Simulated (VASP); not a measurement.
## NaF: single point with PBE

The system is NaF.

```
Na F
1.0
     3.31741    0.00000    0.00000
    -1.65870    2.87296    0.00000
     0.00000    0.00000    5.80422
Na F
2 2
Cartesian
  0.0000 0.0000 0.0000
  0.0000 0.0000 2.9021
  0.0000 1.9153 1.4511
  1.6587 0.9577 4.3532
```

| Item | Value |
| --- | --- |
| Program | VASP 6.6.1 |
| Task | single point |
| Functional | PBE |
| Potentials or basis | VASP PAW PBE potentials, release 64 (Na_pv, F) |
| Cutoff | 520 eV |
| k mesh | 9 × 9 × 4 |
| Occupations | gaussian, width 0.01 eV |
| Spin | no spin polarisation |
| Dipole correction | no |
| Further INCAR settings | ALGO = Normal; EDIFF = 1e-06; NBANDS = 22 |

The pressure is -2.4 GPa and the band gap on the k mesh is 5.69 eV.

Stress tensor (GPa, compression positive):
```
-2.32  0.00  0.00
 0.00 -2.32  0.00
 0.00  0.00 -2.53
```

Levels at points of the mesh, in eV from the valence-band top:
```
           k point  band 11  band 12  band 13  band 14  band 15  band 16  band 17  band 18
(0.00, 0.00, 0.00)    -0.16    -0.16     0.00     0.00     5.69    10.05    11.03    16.36
(0.00, 0.00, 0.50)    -0.08    -0.08    -0.08    -0.08     7.34     7.34    13.97    13.97
```

Run time: 66 s on 1 thread of AMD EPYC 7R13 (shared host), peak memory 0.16 GiB.

A k mesh can miss the band edges.
